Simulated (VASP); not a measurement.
Write the native input for VASP 6.6.1 that does the following.

| Property | Result |
| --- | --- |
| Task | single point |
| Functional | PBE |
| Potentials or basis | VASP PAW PBE potentials, release 64 (Fe, O) |
| Cutoff | 520 eV |
| k mesh | 10 × 10 × 10 |
| Occupations | fermi-dirac, width 0.05 eV |
| Spin | collinear spin, ferromagnetic start |
| Starting moments | [3.0, 0.0] μB |
| Dipole correction | no |
| Further INCAR settings | ALGO = Normal; EDIFF = 1e-06; NBANDS = 18 |

The structure of FeO lies in POSCAR:

```
FeO
1.0
    0.0000000000      2.3976575998      2.3976575998
    2.3976575998      0.0000000000      2.3976575998
    2.3976575998      2.3976575998      0.0000000000
Fe O
1 1
Direct
    0.0000000000      0.0000000000      0.0000000000
    0.2500000000      0.2500000000      0.2500000000
```

One way to write it, as run:

INCAR

```
PREC = Accurate ; ENCUT = 520
EDIFF = 1E-6 ; ISMEAR = -1
SIGMA = 0.05 ; LREAL = F
LASPH = T ; NELM = 150
ALGO = Normal ; ISIF = 2
LWAVE = F ; LCHARG = F
ISPIN = 2 ; MAGMOM = 3 0
LORBIT = 11 ; LMAXMIX = 4
GGA = PE ; NBANDS = 18
```

KPOINTS

```
regular mesh
0
Gamma
  10 10 10
```

Potentials or basis: VASP PAW PBE potentials, release 64 (Fe, O).

Run with:

```bash
$ cat potpaw_PBE.64/Fe/POTCAR potpaw_PBE.64/O/POTCAR > POTCAR
$ mpirun -np 1 vasp_std > vasp.out
```

It gave:

```yaml
Pressure: -13.5 GPa
Band_gap_on_the_k_mesh: zero (filled and empty bands overlap)
Net_moment: 4.02 μB per cell
Site_moments: Fe +3.62; O +0.28 μB
Valence_electrons_inside_the_program's_atomic_spheres: Fe 6.65; O 4.95
```

Caveat: a cell with one magnetic atom can't hold antiferromagnetic order, which such compounds often take; semilocal functionals often make such compounds metallic where correlation or magnetic order opens a gap, which also shifts bond lengths.

Wall time 87 s on 1 thread of Intel(R) Xeon(R) Platinum 8488C (Sapphire Rapids) (shared host), peak memory 0.19 GiB.
